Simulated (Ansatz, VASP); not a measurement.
One calculation of ZnO, two programs

```
CELL_PARAMETERS angstrom
3.23865 0.00000 0.00000
-1.61932 2.80475 0.00000
0.00000 0.00000 7.13044
ATOMIC_POSITIONS crystal
Zn 0.00000 0.00000 0.75000
Zn 0.00000 0.00000 0.25000
O 0.33333 0.66667 0.25000
O 0.66667 0.33333 0.75000
```

Change from the starting cell: strain -0.015 along x and y, +0.000 along z, atoms carried along.

Alike in both runs: task single point; functional PBE; dispersion D3(BJ); k mesh 9 × 9 × 4; occupations gaussian, width 0.05 eV; no spin polarisation.

```csv
,VASP,Ansatz
version,VASP 6.6.1,Ansatz 0.2.0
potentials or method,"VASP PAW PBE potentials, release 64 (Zn, O), cutoff 520 eV","scalar-relativistic, plane waves, PAW"
valence electrons in the cell,36,36
```

Ansatz gave:

```
gap on the k mesh at the Fermi level (eV)                     : 0.84
least direct gap on the mesh (eV)                             : 0.84
pressure (GPa)                                                : 1.9
traceless stress, the component that is largest in VASP (GPa) : -3.50
```

Task: What did VASP give for the same quantities?

Result: gap on the k mesh at the Fermi level (eV): 0.84; least direct gap on the mesh (eV): 0.84; pressure (GPa): 2.8; traceless stress, the component that is largest in VASP (GPa): -4.47.
